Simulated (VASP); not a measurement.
MgH2, 3 atoms in the cell. The structure is cubic, space group Fm-3m (No. 225). Conventional cell: a = 4.665 Å, b = 4.665 Å, c = 4.665 Å, α = 90.00°, β = 90.00°, γ = 90.00°. Mg (site symmetry m-3m) has 8 H at 2.02 Å within 2.7 Å. Within 2.7 Å of H (site symmetry -43m) lie 4 Mg at 2.02 Å and 6 H at 2.33 Å. 

| Quantity | Value |
| --- | --- |
| Program | VASP 6.6.1 |
| Task | single point |
| Functional | LDA |
| Potentials or basis | VASP PAW LDA potentials, release 64 (Mg, H) |
| Cutoff | 520 eV |
| k mesh | 8 × 8 × 8 |
| Occupations | fermi-dirac, width 0.1 eV |
| Spin | no spin polarisation |
| Dipole correction | no |
| Further INCAR settings | ALGO = Normal; EDIFF = 1e-06; NBANDS = 9 |

Potentials or basis: VASP PAW LDA potentials, release 64 (Mg, H).

Launch:

```sh
$ cat potpaw_LDA.64/Mg/POTCAR potpaw_LDA.64/H/POTCAR > POTCAR
$ mpirun -np 1 vasp_std > vasp.out
```

Hardware: 1 thread of Intel Xeon 6975P-C, with other jobs on the host.

Question: How long does it take, and how much memory?

Answer: It took 4.1 s on 1 thread of Intel Xeon 6975P-C, with other jobs on the host, peak memory 0.14 GiB. Counts: scf iterations 10, k points 29.
